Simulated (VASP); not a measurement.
# Lu3AlAs4 (P4/mmm) in VASP: single point with PBE

Aim: the single point of Lu3AlAs4 with PBE.

All numbers are computed with VASP 6.6.1; they aren't measurements. Logs are shortened: lines on timing, memory, paths and dates and some standing lists are left out, and cuts for length are marked.

## Step 1: The cell of the first run

Symmetry: P4/mmm, No. 123, tetragonal system. Conventional cell: a = 3.976 Å, b = 3.976 Å, c = 11.297 Å, α = 90.00°, β = 90.00°, γ = 90.00°. Lu (site symmetry 4mm) has 6 As at 2.81 to 2.84 Å within 3.7 Å. Lu (site symmetry 4/mmm) has 6 As at 2.81 to 2.91 Å within 3.7 Å. Al (site symmetry 4/mmm) has 6 As at 2.74 to 2.81 Å within 3.6 Å. Within 3.6 Å of As (site symmetry 4mm) lie 1 Al at 2.74 Å and 5 Lu at 2.81 to 2.91 Å. Within 3.7 Å of As (site symmetry 4/mmm) lie 2 Lu at 2.81 Å and 4 Al at 2.81 Å. As (site symmetry 4/mmm) has 6 Lu at 2.81 to 2.84 Å within 3.7 Å.

## Step 2: Single point, PBE

Input file INCAR:

```
  PREC = Accurate
  ENCUT = 520
  EDIFF = 1E-6
  ISMEAR = 0
  SIGMA = 0.1
  LREAL = False
  LASPH = True
  NELM = 100
  ALGO = Normal
  ISIF = 2
  LWAVE = False
  LCHARG = True
  GGA = PE
  LELF = True
  LVHAR = True
  NBANDS = 59
```

Input file KPOINTS:

```
Automatic mesh
0
Gamma
  8 8 4
```

Input file POSCAR:

```
Lu3AlAs4
1.0
    3.9764065572      0.0000000000      0.0000000000
    0.0000000000      3.9764065572      0.0000000000
    0.0000000000      0.0000000000     11.2972777431
Lu Al As
3 1 4
Direct
    0.5000000000      0.5000000000      0.7515139669
    0.0000000000      0.0000000000      0.5000000000
    0.5000000000      0.5000000000      0.2484860331
    0.0000000000      0.0000000000      0.0000000000
    0.0000000000      0.0000000000      0.2423280024
    0.5000000000      0.5000000000      0.0000000000
    0.0000000000      0.0000000000      0.7576719976
    0.5000000000      0.5000000000      0.5000000000
```

Potentials or basis: VASP PAW PBE potentials, release 64 (Lu, Al, As).

On the command line:

```
$ cat potpaw_PBE.64/Lu/POTCAR potpaw_PBE.64/Al/POTCAR potpaw_PBE.64/As/POTCAR > POTCAR
$ mpirun -np 1 vasp_std > vasp.out
```

OUTCAR:

```text
PREC = Accurate
   ENCUT = 520
   EDIFF = 1E-6
   ISMEAR = 0
   LREAL = False
   LASPH = True
   NELM = 100
   ISIF = 2
   GGA = PE

 ion  position               nearest neighbor table
   1  0.500  0.500  0.752-   6 2.81   7 2.81   7 2.81   7 2.81   7 2.81   8 2.84
   2  0.000  0.000  0.500-   8 2.81   8 2.81   8 2.81   8 2.81   5 2.91   7 2.91
   3  0.500  0.500  0.248-   6 2.81   5 2.81   5 2.81   5 2.81   5 2.81   8 2.84
   4  0.000  0.000  0.000-   5 2.74   7 2.74   6 2.81   6 2.81   6 2.81   6 2.81
   5  0.000  0.000  0.242-   4 2.74   3 2.81   3 2.81   3 2.81   3 2.81   2 2.91
   6  0.500  0.500  0.000-   1 2.81   3 2.81   4 2.81   4 2.81   4 2.81   4 2.81
   7  0.000  0.000  0.758-   4 2.74   1 2.81   1 2.81   1 2.81   1 2.81   2 2.91
   8  0.500  0.500  0.500-   2 2.81   2 2.81   2 2.81   2 2.81   3 2.84   1 2.84

  LATTYP: Found a simple tetragonal cell.
 ALAT       =     3.9764065572
 C/A-ratio  =     2.8410771335

  Lattice vectors:

 A1 = (   3.9764065572,   0.0000000000,   0.0000000000)
 A2 = (   0.0000000000,   3.9764065572,   0.0000000000)
 A3 = (   0.0000000000,   0.0000000000,  11.2972777431)

Analysis of symmetry for initial positions (statically):
=====================================================================
 Subroutine PRICEL returns:
 Original cell was already a primitive cell.

 Routine SETGRP: Setting up the symmetry group for a
 simple tetragonal supercell.

 Subroutine GETGRP returns: Found 16 space group operations
 (whereof 16 operations were pure point group operations)
 out of a pool of 16 trial point group operations.

The static configuration has the point symmetry D_4h.

Analysis of symmetry for dynamics (positions and initial velocities):
=====================================================================
 Subroutine PRICEL returns:
 Original cell was already a primitive cell.

 Routine SETGRP: Setting up the symmetry group for a
 simple tetragonal supercell.

 Subroutine GETGRP returns: Found 16 space group operations
 (whereof 16 operations were pure point group operations)
 out of a pool of 16 trial point group operations.

The dynamic configuration has the point symmetry D_4h.

 Subroutine INISYM returns: Found 16 space group operations
 (whereof 16 operations are pure point group operations),
 and found     1 'primitive' translations

----------------------------------------------------------------------------------------

                                     Primitive cell

  volume of cell :     178.6304

  direct lattice vectors                    reciprocal lattice vectors
     3.976406557  0.000000000  0.000000000     0.251483339  0.000000000  0.000000000
     0.000000000  3.976406557  0.000000000     0.000000000  0.251483339  0.000000000
     0.000000000  0.000000000 11.297277743     0.000000000  0.000000000  0.088516900

  length of vectors
     3.976406557  3.976406557 11.297277743     0.251483339  0.251483339  0.088516900

  position of ions in fractional coordinates (direct lattice)
     0.500000000  0.500000000  0.751513967
     0.000000000  0.000000000  0.500000000
     0.500000000  0.500000000  0.248486033
     0.000000000  0.000000000  0.000000000
     0.000000000  0.000000000  0.242328002
     0.500000000  0.500000000  0.000000000
     0.000000000  0.000000000  0.757671998
     0.500000000  0.500000000  0.500000000

  ion indices of the primitive-cell ions
   primitive index   ion index
                 1           1
                 2           2
                 3           3
                 4           4
                 5           5
                 6           6
                 7           7
                 8           8

----------------------------------------------------------------------------------------

 KPOINTS: Automatic mesh

Automatic generation of k-mesh.
 Grid dimensions read from file:
 generate k-points for:    8    8    4

 Generating k-lattice:

  Cartesian coordinates                     Fractional coordinates (reciprocal lattice)
     0.031435417  0.000000000  0.000000000     0.125000000  0.000000000  0.000000000
     0.000000000  0.031435417  0.000000000     0.000000000  0.125000000  0.000000000
     0.000000000  0.000000000  0.022129225     0.000000000  0.000000000  0.250000000

  Length of vectors
     0.031435417  0.031435417  0.022129225

  Shift w.r.t. Gamma in fractional coordinates (k-lattice)
     0.000000000  0.000000000  0.000000000

 Subroutine IBZKPT returns following result:
 ===========================================

 Found     45 irreducible k-points:

 Following reciprocal coordinates:
            Coordinates               Weight
  0.000000  0.000000  0.000000      1.000000
  0.125000  0.000000  0.000000      4.000000
  0.250000  0.000000  0.000000      4.000000
  0.375000  0.000000  0.000000      4.000000
  0.500000  0.000000  0.000000      2.000000
  0.125000  0.125000  0.000000      4.000000
[... 16 lines left out ...]
  0.375000  0.125000  0.250000     16.000000
  0.500000  0.125000  0.250000      8.000000
 [... further k-points ...]
   k-points           NKPTS =     45   k-points in BZ     NKDIM =     45   number of bands    NBANDS=     59
   number of dos      NEDOS =    301   number of ions     NIONS =      8
   total plane-waves  NPLWV =  75600
   dimension x,y,z NGX =    30 NGY =   30 NGZ =   84
   dimension x,y,z NGXF=    60 NGYF=   60 NGZF=  168
   ions per type =               3   1   4
   NGX,Y,Z   is equivalent  to a cutoff of  12.54, 12.54, 12.36 a.u.
   NGXF,Y,Z  is equivalent  to a cutoff of  25.08, 25.08, 24.72 a.u.
 SYSTEM =  unknown system
   PREC   = accura    normal or accurate (medium, high low for compatibility)
   ISTART =      0    job   : 0-new  1-cont  2-samecut
   ICHARG =      2    charge: 1-file 2-atom 10-const
   ISPIN  =      1    spin polarized calculation?
   LNONCOLLINEAR =      F non collinear calculations
   LSORBIT =      F    spin-orbit coupling
   LASPH  =      T    aspherical Exc in radial PAW
   ENCUT  =  520.0 eV  38.22 Ry    6.18 a.u.   7.39  7.39 21.01*2*pi/ulx,y,z
   NELM   =    100;   NELMIN=  2; NELMDL= -5     # of ELM steps
   EDIFF  = 0.1E-05   stopping-criterion for ELM
   LREAL  =      F    real-space projection
   EDIFFG = 0.1E-04   stopping-criterion for IOM
   NSW    =      0    number of steps for IOM
   IBRION =     -1    ionic relax: 0-MD 1-quasi-New 2-CG
   NFREE  =      0    steps in history (QN), initial steepest desc. (CG)
   ISIF   =      2    stress and relaxation
   ISYM   =      2    0-nonsym 1-usesym 2-fastsym
   POTIM  = 0.5000    time-step for ionic-motion
   TEBEG  =    0.0;   TEEND  =   0.0 temperature during run
   PSTRESS=    0.0 pullay stress
   NELECT =      98.0000    total number of electrons
   NUPDOWN=      -1.0000    fix difference up-down
   EMIN   =  10.00;   EMAX   =-10.00  energy-range for DOS
   EFERMI =   0.00;   METHOD = LEGACY
   ISMEAR =     0;   SIGMA  =   0.10  broadening in eV -4-tet -1-fermi 0-gaus
   EFERMI_NEDOS =   21; number of points for ismear=-14 and -15
   IALGO  =     38    algorithm
   IMIX   =      4    mixing-type and parameters
     AMIX     =   0.40;   BMIX     =  1.00
     AMIX_MAG =   1.60;   BMIX_MAG =  1.00
  volume/ion in A,a.u.               =      22.33       150.68
  Fermi-wavevector in a.u.,A,eV,Ry     =   1.340186  2.532584 24.437403  1.796098
  Thomas-Fermi vector in A             =   2.468519
   LORBIT       =      0    0 simple, 1 ext, 2 COOP (PROOUT), +10 PAW based schemes
   GGA     = PE    functional components
   LHFCALC =     F    Hartree Fock is set to
   AEXX    =    0.0000 exact exchange contribution
   IVDW    =     0    specifies the selected vdW correction
   LEPSILON=     F    determine dielectric tensor
   LRPA    =     F    only Hartree local field effects (RPA)
 non-spin polarized calculation
 Gauss-broadening in eV      SIGMA  =   0.10
  energy-cutoff  :      520.00
  volume of cell :      178.63
 maximum number of plane-waves:      4855
 NGX is ok and might be reduce to    30
   NGX = 15   NGY = 15   NGZ = 43

 number of electron      97.9999991 magnetization

 Free energy of the ion-electron system (eV)
  ---------------------------------------------------
  ext. energy  EPLUGINS =         0.00000000
  ---------------------------------------------------
  free energy    TOTEN  =       -44.32681563 eV

  energy without entropy =      -44.31683816  energy(sigma->0) =      -44.32182689

 E-fermi :   4.0477     XC(G=0): -10.5344

 val. band max:        4.0180032736   @ k =   0.5000   0.3750   0.2500
 cond. band min:       4.0731273098   @ k =   0.5000   0.3750   0.0000
 fundamental gap:      0.0551240362
 Fermi energy:         4.0476787559

 k-point     1 :       0.0000    0.0000    0.0000
  band No.  band energies     occupation
      1     -52.1037      2.00000
      2     -51.9506      2.00000
      3     -51.9505      2.00000
      4     -22.8282      2.00000
      5     -22.7599      2.00000
      6     -22.7599      2.00000
[... 51 lines left out ...]
     58       7.0918      0.00000
     59       7.4409      0.00000

 k-point     2 :       0.1250    0.0000    0.0000
  band No.  band energies     occupation
      1     -52.1035      2.00000
      2     -51.9504      2.00000
      3     -51.9503      2.00000
      4     -22.8270      2.00000
      5     -22.7743      2.00000
      6     -22.7577      2.00000
[... 51 lines left out ...]
     58       7.6305      0.00000
     59       7.9879      0.00000

 k-point     3 :       0.2500    0.0000    0.0000
  band No.  band energies     occupation
      1     -52.1030      2.00000
      2     -51.9499      2.00000
      3     -51.9499      2.00000
      4     -22.8248      2.00000
      5     -22.8068      2.00000
      6     -22.7524      2.00000
[... 1238 lines left out ...]
      5     -22.8217      2.00000
      6     -22.7599      2.00000
[... 51 lines left out ...]
     58       7.8455      0.00000
     59       7.9692      0.00000

 k-point    24 :       0.5000    0.1250    0.2500
  band No.  band energies     occupation
      1     -52.1021      2.00000
      2     -51.9490      2.00000
      3     -51.9490      2.00000
      4     -22.8462      2.00000
      5     -22.8218      2.00000
      6     -22.7577      2.00000
[... 51 lines left out ...]
     58       8.3418      0.00000
     59       8.4234      0.00000

 [... further k-points ...]

------------------------ aborting loop because EDIFF is reached ----------------------------------------

  FORCE on cell =-STRESS in cart. coord.  units (eV):
  Direction    XX          YY          ZZ          XY          YZ          ZX
  --------------------------------------------------------------------------------------
  -------------------------------------------------------------------------------------
  Total        0.3301657      0.3301657      0.3317454      0.0000000      0.0000000      0.0000000
  in kB        2.9613322      2.9613322      2.9755008      0.0000000      0.0000000      0.0000000
  external PRESSURE =       2.9660551 kB  Pullay stress =       0.0000000 kB

 VOLUME and BASIS-vectors are now :
 -----------------------------------------------------------------------------
  energy-cutoff  :      520.00
  volume of cell :      178.63
      direct lattice vectors                 reciprocal lattice vectors
     3.976406557  0.000000000  0.000000000     0.251483339  0.000000000  0.000000000
     0.000000000  3.976406557  0.000000000     0.000000000  0.251483339  0.000000000
     0.000000000  0.000000000 11.297277743     0.000000000  0.000000000  0.088516900

 POSITION                                       TOTAL-FORCE (eV/Angst)
 -----------------------------------------------------------------------------------
      1.98820      1.98820      8.49006         0.000000      0.000000     -0.004600
      0.00000      0.00000      5.64864         0.000000      0.000000      0.000000
      1.98820      1.98820      2.80722        -0.000000     -0.000000      0.004600
      0.00000      0.00000      0.00000         0.000000      0.000000      0.000000
      0.00000      0.00000      2.73765         0.000000      0.000000     -0.008248
      1.98820      1.98820      0.00000         0.000000      0.000000      0.000000
      0.00000      0.00000      8.55963         0.000000      0.000000      0.008248
      1.98820      1.98820      5.64864         0.000000      0.000000      0.000000
 -----------------------------------------------------------------------------------
    total drift:                                0.000000      0.000000     -0.000000

  FREE ENERGIE OF THE ION-ELECTRON SYSTEM (eV)
  ---------------------------------------------------
  free  energy   TOTEN  =       -44.3268156288 eV

  energy  without entropy=      -44.3168381583  energy(sigma->0) =      -44.32182689
```

Run time: 21 min. Hardware: 1 thread of Intel Xeon 8259CL, shared host; peak memory 0.54 GiB.

What came out:

| Quantity | Value |
| --- | --- |
| Free energy | -44.3268 eV |
| Pressure | 0.3 GPa |
| Largest force | 0.008 eV/Å |
| Band gap on the k mesh | zero (bands 49 and 50 overlap by 0.51 eV) |

Forces on the atoms (eV/Å):
```
Lu   0.000  0.000 -0.005
Lu   0.000  0.000  0.000
Lu   0.000  0.000  0.005
Al   0.000  0.000  0.000
As   0.000  0.000 -0.008
As   0.000  0.000  0.000
As   0.000  0.000  0.008
As   0.000  0.000  0.000
```

Caveat: spin-orbit coupling is left out, which moves the levels of the heavy elements.

The gap in the log of VASP goes by the Fermi energy; the results here count the filled bands.